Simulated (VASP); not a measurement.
Input of a VASP 6.6.1 run:

INCAR

```
PREC = Accurate
ENCUT = 520
EDIFF = 1E-6
ISMEAR = 0
SIGMA = 0.1
LREAL = False
LASPH = True
NELM = 150
ALGO = Normal
ISIF = 2
LWAVE = False
LCHARG = True
ISPIN = 2
MAGMOM = -0.02 -0.02 -0.02 1.36
LORBIT = 11
NUPDOWN = 1.12
LMAXMIX = 4
GGA = PS
LELF = True
LVHAR = True
NBANDS = 38
```

KPOINTS

```
regular mesh
0
Gamma
  10 10 10
```

Contents of POSCAR:

```
CoSn3
1.0
    4.3976643244      0.0000000000      0.0000000000
    0.0000000000      4.3976643244      0.0000000000
    0.0000000000      0.0000000000      4.3976643244
Sn Co
3 1
Direct
    0.0000000000      0.5000000000      0.5000000000
    0.5000000000      0.0000000000      0.5000000000
    0.5000000000      0.5000000000      0.0000000000
    0.0000000000      0.0000000000      0.0000000000
```

Potentials or basis: VASP PAW PBE potentials, release 64 (Sn_d, Co).

Run with:

```sh
$ cat potpaw_PBE.64/Sn_d/POTCAR potpaw_PBE.64/Co/POTCAR > POTCAR
$ mpirun -np 1 vasp_std > vasp.out
```

(1) What does it give for the pressure?

Results:

(1) -0.3 GPa.

Caveat: the PAW data sets were made with another functional, which shifts forces and pressure a little; the total moment is fixed, so each spin has its own Fermi level and the state may be an excited one.
